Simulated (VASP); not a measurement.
# Sb: single point with PBE

The system is Sb.

```xyz
1
Lattice="2.8881 0.0000 0.0000 0.0000 2.8881 0.0000 0.0000 0.0000 2.8881" Properties=species:S:1:pos:R:3 pbc="T T T"
Sb    0.0000    0.0000    0.0000
```

This cell differs from its parent crystal: volume scaled by 0.8.

* Program: VASP 6.6.1
* Task: single point
* Functional: PBE
* Potentials or basis: VASP PAW PBE potentials, release 64 (Sb)
* Cutoff: 500 eV
* k mesh: 12 × 12 × 12
* Occupations: fermi-dirac, width 0.05 eV
* Spin: no spin polarisation

```yaml
Pressure: 20.3 GPa
```

Levels at points of the mesh, in eV from the Fermi level:
```csv
k point,band 1,band 2,band 3,band 4,band 5,band 6,band 7
"(0.00, 0.00, 0.00)",-14.35,3.71,3.71,3.71,7.07,7.07,9.54
"(0.50, 0.00, 0.00)",-11.05,-7.31,6.52,6.52,9.57,11.01,11.36
"(0.50, 0.50, 0.00)",-7.43,-4.69,-4.69,1.22,9.62,13.71,13.71
"(0.50, 0.50, 0.50)",-3.14,-2.17,-2.17,-2.17,4.40,4.40,4.40
```

Run time: 14 s on 1 thread of Intel Xeon 8259CL, with other jobs on the host, peak memory 0.14 GiB.

Caveat: spin-orbit coupling is left out, which moves the levels of the heavy elements.
